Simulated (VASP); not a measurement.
# H2CO2 in VASP: a series of runs

H2CO2 is run at these levels: PBE; tasks: single point.

Everything below comes from runs of VASP 6.6.1. Logs are shortened: lines on timing, memory, paths and dates and some standing lists are left out, and cuts for length are marked.

## 1. The cell of the first run

The cell holds a disordered packing, 40 atoms: a = 7.683 Å, b = 7.683 Å, c = 7.683 Å, α = 90.00°, β = 90.00°, γ = 90.00°.

## 2. Single point, PBE

Contents of INCAR:

```
PREC = Accurate
ENCUT = 910
EDIFF = 1E-6
ISMEAR = -1
SIGMA = 0.05
LREAL = Auto
LASPH = True
NELM = 120
ALGO = Normal
ISIF = 2
LWAVE = False
LCHARG = True
GGA = PE
LELF = True
LVHAR = True
NBANDS = 98
GGA_COMPAT = False
```

Contents of KPOINTS:

```
Automatic mesh
0
Gamma
  1 1 1
```

Contents of POSCAR:

```
H2CO2
1.0
    7.6834750000      0.0000000000      0.0000000000
    0.0000000000      7.6834750000      0.0000000000
    0.0000000000      0.0000000000      7.6834750000
O C H
16 8 16
Direct
    0.4576965501      0.3858280270      0.6227650900
    0.4077321785      0.6855101370      0.5789177423
    0.3834593071      0.7945493413      0.2229850426
    0.6675104689      0.7823673533      0.1653678837
    0.8044406990      0.1039633759      0.7174618255
    0.6541050762      0.0345416625      0.4706334048
    0.3342888472      0.1993499035      0.2543380437
    0.4571108776      0.4339703064      0.2091241268
    0.9522904675      0.8431080989      0.8465961040
    1.2352874188      0.7666453005      0.8836626657
    0.0187415200      0.8787300017      0.2951138645
   -0.1050175864      0.6674063493      0.4755530538
    1.0114303749      0.2048291951      0.1941569407
    1.0036083933      0.2527111756      0.4938911105
    0.7038221638      0.3446357280      0.9771880562
    0.8744350701      0.5318296734      0.8338154286
    0.4589850296      0.5650177817      0.6649465248
    0.5180208174      0.8431471437      0.1356287357
    0.6714019373      0.0431315258      0.6303007428
    0.3208574245      0.3544880409      0.1972154526
    1.1213025356      0.8695804958      0.8572943883
    0.0150192458      0.7613482181      0.4506554651
    0.9760427411      0.2923026365      0.3365404326
    0.7526151904      0.5153006940      0.9383514621
    0.4182092087      0.3699628098      0.5038865878
    0.5069841445      0.5680762936      0.8020849941
    0.4199532113      0.6852238082      0.2659994338
    0.4893488949      0.9052935033      0.0031235867
    0.8847949658      0.1310735052      0.6168172604
    0.5816899255     -0.0245331702      0.7181776475
    0.4517096756      0.1589254862      0.2787150345
    0.2185990063      0.4306254657      0.1387783522
    0.9168898187      0.7170453473      0.8453987291
    1.1478530222      1.0100377759      0.8420018286
   -0.0658165739      0.8702052131      0.2058964206
    0.1557758696      0.7630401609      0.4968194730
    1.0632688985      0.0843628697      0.2399565301
    0.9078444324      0.4132765448      0.2969489717
    0.7611399790      0.2544031184      0.8942698453
    0.6758790782      0.6145396451      1.0300287305
```

Potentials or basis: VASP PAW PBE potentials, release 64 (O_h, C_h, H_h).

Started as:

```bash
$ cat potpaw_PBE.64/O_h/POTCAR potpaw_PBE.64/C_h/POTCAR potpaw_PBE.64/H_h/POTCAR > POTCAR
$ mpirun -np 1 vasp_gam > vasp.out
```

OUTCAR:

```text
PREC = Accurate
   ENCUT = 910
   EDIFF = 1E-6
   ISMEAR = -1
   LREAL = Auto
   LASPH = True
   NELM = 120
   ISIF = 2
   GGA = PE

 ion  position               nearest neighbor table
   1  0.458  0.386  0.623-  25 0.97  17 1.41
   2  0.408  0.686  0.579-  17 1.20
   3  0.383  0.795  0.223-  27 0.95  18 1.29
   4  0.668  0.782  0.165-  18 1.26
   5  0.804  0.104  0.717-  29 1.01  19 1.31
   6  0.654  0.035  0.471-  19 1.24
   7  0.334  0.199  0.254-  31 0.97  20 1.27
   8  0.457  0.434  0.209-  20 1.22
   9  0.952  0.843  0.847-  33 1.01  21 1.32
  10  0.235  0.767  0.884-  21 1.20
  11  0.019  0.879  0.295-  35 0.95  22 1.50
  12  0.895  0.667  0.476-  22 1.19
  13  0.011  0.205  0.194-  37 1.07  23 1.31
  14  0.004  0.253  0.494-  23 1.26
  15  0.704  0.345  0.977-  39 1.04  24 1.40
  16  0.874  0.532  0.834-  24 1.24
  17  0.459  0.565  0.665-  26 1.12   2 1.20   1 1.41
  18  0.518  0.843  0.136-  28 1.15   4 1.26   3 1.29
  19  0.671  0.043  0.630-  30 1.10   6 1.24   5 1.31
  20  0.321  0.354  0.197-  32 1.08   8 1.22   7 1.27
  21  0.121  0.870  0.857-  34 1.10  10 1.20   9 1.32
  22  0.015  0.761  0.451-  36 1.14  12 1.19  11 1.50
  23  0.976  0.292  0.337-  38 1.11  14 1.26  13 1.31
  24  0.753  0.515  0.938-  40 1.19  16 1.24  15 1.40
  25  0.418  0.370  0.504-   1 0.97
  26  0.507  0.568  0.802-  17 1.12
  27  0.420  0.685  0.266-   3 0.95
  28  0.489  0.905  0.003-  18 1.15
  29  0.885  0.131  0.617-   5 1.01
  30  0.582  0.975  0.718-  19 1.10
[... 8 lines left out ...]
  39  0.761  0.254  0.894-  15 1.04
  40  0.676  0.615  0.030-  24 1.19

  LATTYP: Found a simple cubic cell.
 ALAT       =     7.6834750000

  Lattice vectors:

 A1 = (   7.6834750000,   0.0000000000,   0.0000000000)
 A2 = (   0.0000000000,   7.6834750000,   0.0000000000)
 A3 = (   0.0000000000,   0.0000000000,   7.6834750000)

Analysis of symmetry for initial positions (statically):
=====================================================================
 Subroutine PRICEL returns:
 Original cell was already a primitive cell.

 Routine SETGRP: Setting up the symmetry group for a
 simple cubic supercell.

 Subroutine GETGRP returns: Found  1 space group operations
 (whereof  1 operations were pure point group operations)
 out of a pool of 48 trial point group operations.

The static configuration has the point symmetry C_1 .

Analysis of symmetry for dynamics (positions and initial velocities):
=====================================================================
 Subroutine PRICEL returns:
 Original cell was already a primitive cell.

 Routine SETGRP: Setting up the symmetry group for a
 simple cubic supercell.

 Subroutine GETGRP returns: Found  1 space group operations
 (whereof  1 operations were pure point group operations)
 out of a pool of 48 trial point group operations.

The dynamic configuration has the point symmetry C_1 .

 Subroutine INISYM returns: Found  1 space group operations
 (whereof  1 operations are pure point group operations),
 and found     1 'primitive' translations

----------------------------------------------------------------------------------------

                                     Primitive cell

  volume of cell :     453.6000

  direct lattice vectors                    reciprocal lattice vectors
     7.683475000  0.000000000  0.000000000     0.130149444  0.000000000  0.000000000
     0.000000000  7.683475000  0.000000000     0.000000000  0.130149444  0.000000000
     0.000000000  0.000000000  7.683475000     0.000000000  0.000000000  0.130149444

  length of vectors
     7.683475000  7.683475000  7.683475000     0.130149444  0.130149444  0.130149444

  position of ions in fractional coordinates (direct lattice)
     0.457696550  0.385828027  0.622765090
     0.407732178  0.685510137  0.578917742
     0.383459307  0.794549341  0.222985043
     0.667510469  0.782367353  0.165367884
     0.804440699  0.103963376  0.717461826
     0.654105076  0.034541662  0.470633405
[... 32 lines left out ...]
     0.761139979  0.254403118  0.894269845
     0.675879078  0.614539645  0.030028730

  ion indices of the primitive-cell ions
   primitive index   ion index
                 1           1
                 2           2
                 3           3
                 4           4
                 5           5
                 6           6
[... 32 lines left out ...]
                39          39
                40          40

----------------------------------------------------------------------------------------

 KPOINTS: Automatic mesh

Automatic generation of k-mesh.
 Grid dimensions read from file:
 generate k-points for:    1    1    1

 Generating k-lattice:

  Cartesian coordinates                     Fractional coordinates (reciprocal lattice)
     0.130149444  0.000000000  0.000000000     1.000000000  0.000000000  0.000000000
     0.000000000  0.130149444  0.000000000     0.000000000  1.000000000  0.000000000
     0.000000000  0.000000000  0.130149444     0.000000000  0.000000000  1.000000000

  Length of vectors
     0.130149444  0.130149444  0.130149444

  Shift w.r.t. Gamma in fractional coordinates (k-lattice)
     0.000000000  0.000000000  0.000000000

 Subroutine IBZKPT returns following result:
 ===========================================

 Found      1 irreducible k-points:

 Following reciprocal coordinates:
            Coordinates               Weight
  0.000000  0.000000  0.000000      1.000000
   k-points           NKPTS =      1   k-points in BZ     NKDIM =      1   number of bands    NBANDS=     98
   number of dos      NEDOS =    301   number of ions     NIONS =     40
   total plane-waves  NPLWV = 512000
   dimension x,y,z NGX =    80 NGY =   80 NGZ =   80
   dimension x,y,z NGXF=   160 NGYF=  160 NGZF=  160
   ions per type =              16   8  16
   NGX,Y,Z   is equivalent  to a cutoff of  17.31, 17.31, 17.31 a.u.
   NGXF,Y,Z  is equivalent  to a cutoff of  34.62, 34.62, 34.62 a.u.
 SYSTEM =  unknown system
   PREC   = accura    normal or accurate (medium, high low for compatibility)
   ISTART =      0    job   : 0-new  1-cont  2-samecut
   ICHARG =      2    charge: 1-file 2-atom 10-const
   ISPIN  =      1    spin polarized calculation?
   LNONCOLLINEAR =      F non collinear calculations
   LSORBIT =      F    spin-orbit coupling
   LASPH  =      T    aspherical Exc in radial PAW
   ENCUT  =  910.0 eV  66.88 Ry    8.18 a.u.  18.90 18.90 18.90*2*pi/ulx,y,z
   NELM   =    120;   NELMIN=  2; NELMDL= -5     # of ELM steps
   EDIFF  = 0.1E-05   stopping-criterion for ELM
   LREAL  =      T    real-space projection
   EDIFFG = 0.1E-04   stopping-criterion for IOM
   NSW    =      0    number of steps for IOM
   IBRION =     -1    ionic relax: 0-MD 1-quasi-New 2-CG
   NFREE  =      0    steps in history (QN), initial steepest desc. (CG)
   ISIF   =      2    stress and relaxation
   ISYM   =      2    0-nonsym 1-usesym 2-fastsym
   POTIM  = 0.5000    time-step for ionic-motion
   TEBEG  =    0.0;   TEEND  =   0.0 temperature during run
   PSTRESS=    0.0 pullay stress
   NELECT =     144.0000    total number of electrons
   NUPDOWN=      -1.0000    fix difference up-down
   EMIN   =  10.00;   EMAX   =-10.00  energy-range for DOS
   EFERMI =   0.00;   METHOD = LEGACY
   ISMEAR =    -1;   SIGMA  =   0.05  broadening in eV -4-tet -1-fermi 0-gaus
   EFERMI_NEDOS =   21; number of points for ismear=-14 and -15
   IALGO  =     38    algorithm
   IMIX   =      4    mixing-type and parameters
     AMIX     =   0.40;   BMIX     =  1.00
     AMIX_MAG =   1.60;   BMIX_MAG =  1.00
  volume/ion in A,a.u.               =      11.34        76.53
  Fermi-wavevector in a.u.,A,eV,Ry     =   1.116789  2.110426 16.969441  1.247219
  Thomas-Fermi vector in A             =   2.253407
   LORBIT       =      0    0 simple, 1 ext, 2 COOP (PROOUT), +10 PAW based schemes
   GGA     = PE    functional components
   LHFCALC =     F    Hartree Fock is set to
   AEXX    =    0.0000 exact exchange contribution
   IVDW    =     0    specifies the selected vdW correction
   LEPSILON=     F    determine dielectric tensor
   LRPA    =     F    only Hartree local field effects (RPA)
 non-spin polarized calculation
  energy-cutoff  :      910.00
  volume of cell :      453.60
 maximum number of plane-waves:     14177
 NGX is ok and might be reduce to    80
   NGX = 37   NGY = 37   NGZ = 37

 number of electron     144.0000005 magnetization

 Free energy of the ion-electron system (eV)
  ---------------------------------------------------
  ext. energy  EPLUGINS =         0.00000000
  ---------------------------------------------------
  free energy    TOTEN  =      -237.95680486 eV

  energy without entropy =     -237.95680486  energy(sigma->0) =     -237.95680486

 E-fermi :  -0.3942     XC(G=0):  -7.4516

 val. band max:       -1.6522286588   @ k =   0.0000   0.0000   0.0000
 cond. band min:       2.2437225916   @ k =   0.0000   0.0000   0.0000
 fundamental gap:      3.8959512503
 Fermi energy:        -0.3941859023

 k-point     1 :       0.0000    0.0000    0.0000
  band No.  band energies     occupation
      1     -24.6437      2.00000
      2     -23.9008      2.00000
      3     -23.4744      2.00000
      4     -23.1512      2.00000
      5     -22.9431      2.00000
      6     -22.8693      2.00000
[... 76 lines left out ...]
     83       5.3853      0.00000
     84       5.6529      0.00000
 [bands above 84 left out]

------------------------ aborting loop because EDIFF is reached ----------------------------------------

  FORCE on cell =-STRESS in cart. coord.  units (eV):
  Direction    XX          YY          ZZ          XY          YZ          ZX
  --------------------------------------------------------------------------------------
  -------------------------------------------------------------------------------------
  Total       11.0810316      7.0254276     -5.3583077      7.5500830     -0.1598508     -1.7752379
  in kB       39.1397211     24.8147725    -18.9262766     26.6679273     -0.5646148     -6.2703834
  external PRESSURE =      15.0094057 kB  Pullay stress =       0.0000000 kB

 VOLUME and BASIS-vectors are now :
 -----------------------------------------------------------------------------
  energy-cutoff  :      910.00
  volume of cell :      453.60
      direct lattice vectors                 reciprocal lattice vectors
     7.683475000  0.000000000  0.000000000     0.130149444  0.000000000  0.000000000
     0.000000000  7.683475000  0.000000000     0.000000000  0.130149444  0.000000000
     0.000000000  0.000000000  7.683475000     0.000000000  0.000000000  0.130149444

 POSITION                                       TOTAL-FORCE (eV/Angst)
 -----------------------------------------------------------------------------------
      3.51670      2.96450      4.78500         0.162258      1.922353      0.595490
      3.13280      5.26710      4.44810         0.351792     -0.499257     -0.247264
      2.94630      6.10490      1.71330        -1.535026      1.554060     -0.523175
      5.12880      6.01130      1.27060        -1.646552      1.402013     -0.202246
      6.18090      0.79880      5.51260         0.373583      0.634137     -0.994479
      5.02580      0.26540      3.61610         0.310111      0.687135      1.108680
[... 32 lines left out ...]
      5.84820      1.95470      6.87110        -0.387062      1.532196      0.832281
      5.19310      4.72180      0.23073         1.453812     -1.218312     -1.501854
 -----------------------------------------------------------------------------------
    total drift:                               -0.005039     -0.003332      0.001845

  FREE ENERGIE OF THE ION-ELECTRON SYSTEM (eV)
  ---------------------------------------------------
  free  energy   TOTEN  =      -237.9568048577 eV

  energy  without entropy=     -237.9568048576  energy(sigma->0) =     -237.95680486
```

It took 94 s on 1 thread of Intel Xeon 6975P-C (Granite Rapids), shared host; peak memory 0.96 GiB.

Results:

- Free energy: -237.9568 eV
- Pressure: 1.5 GPa
- Largest force: 5.258 eV/Å
- Band gap on the k mesh: 3.90 eV

Forces on the atoms (eV/Å):
```
O    0.162  1.922  0.595
O    0.352 -0.499 -0.247
O   -1.535  1.554 -0.523
O   -1.647  1.402 -0.202
O    0.374  0.634 -0.994
O    0.310  0.687  1.109
O   -3.272 -4.105  0.287
O    1.449  2.925  0.030
O    0.185  0.787  0.191
O    0.978 -1.349  0.280
O    2.133 -0.121  2.494
O    0.195  0.106  0.667
O    0.505 -2.167  1.291
O    0.022  0.336 -2.823
O    0.264  0.613 -0.909
O   -1.112  0.754  0.838
C   -0.264 -2.024  0.344
C    2.855 -0.756 -2.122
C   -1.524 -1.602 -1.105
C    3.508  2.013 -0.150
C   -0.891  1.348  0.023
C    0.506  0.664 -3.204
C   -0.895  0.361  1.760
C    0.123 -3.302  0.626
H   -0.073  0.150 -0.373
H   -0.205  0.336 -0.532
H    0.387 -2.024  1.622
H    0.007  0.406  1.455
H    0.700  0.959  0.540
H   -0.635  0.166  0.175
H    0.627  0.542  0.211
H   -1.451 -1.002 -0.138
H    0.370 -0.823 -0.170
H    0.076  0.290 -0.065
H   -1.970 -0.876 -0.469
H   -1.174  0.205  0.295
H   -0.679  1.099 -0.621
H    0.171  0.072  0.486
H   -0.387  1.532  0.832
H    1.454 -1.218 -1.502
```

Levels at points of the mesh, in eV from the valence-band top:
```csv
k point,band 70,band 71,band 72,band 73,band 74,band 75
"(0.00, 0.00, 0.00)",-0.33,-0.28,0.00,3.90,3.97,4.20
```

Caveat: the k points lie up to 0.82 Å⁻¹ apart; the cutoff is under 1.25 times the usual one of these potentials, so pressure, stress and relaxed cells hold a basis-set (Pulay) error; the atoms stand as in a frame of molecular dynamics.

(Continued in part 2 of 2.)
